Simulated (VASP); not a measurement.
A run of VASP 6.6.1:

Contents of POSCAR:

```
LiH
1.0
    2.5016587118      0.0000000000      0.0000000000
    0.0000000000      2.5016587118      0.0000000000
    0.0000000000      0.0000000000      2.5016587118
Li H
1 1
Direct
    0.0000000000      0.0000000000      0.0000000000
    0.5000000000      0.5000000000      0.5000000000
```

INCAR.step1

```
PREC = Accurate
ENCUT = 520
ISMEAR = -1
SIGMA = 0.02
LREAL = False
LASPH = True
NELM = 60
NBANDS = 9
GGA = PE
ALGO = Normal
EDIFF = 1E-4
LWAVE = True
LCHARG = False
```

The input INCAR.step2:

```
PREC = Accurate
ENCUT = 520
EDIFF = 1E-6
ISMEAR = -1
SIGMA = 0.02
LREAL = False
LASPH = True
NELM = 60
ALGO = Normal
ISIF = 2
LWAVE = False
LCHARG = False
METAGGA = R2SCAN
LMIXTAU = True
NBANDS = 9
ISTART = 1
```

KPOINTS

```
Automatic mesh
0
Gamma
  10 10 10
```

Potentials or basis: VASP PAW PBE potentials, release 64 (Li_sv, H).

The run is started by

```sh
$ cat potpaw_PBE.64/Li_sv/POTCAR potpaw_PBE.64/H/POTCAR > POTCAR
$ cp INCAR.step1 INCAR
$ mpirun -np 1 vasp_std > vasp.out
$ cp INCAR.step2 INCAR
$ mpirun -np 1 vasp_std > vasp.out
```

Hardware: 1 thread of AMD EPYC 7R43 64-Core Processor (Zen 3), with other jobs on the host.

Estimate the wall time of this run.

It took 39 s on 1 thread of AMD EPYC 7R43 64-Core Processor (Zen 3) (shared host), peak memory 0.08 GiB. Counts: k points 56.
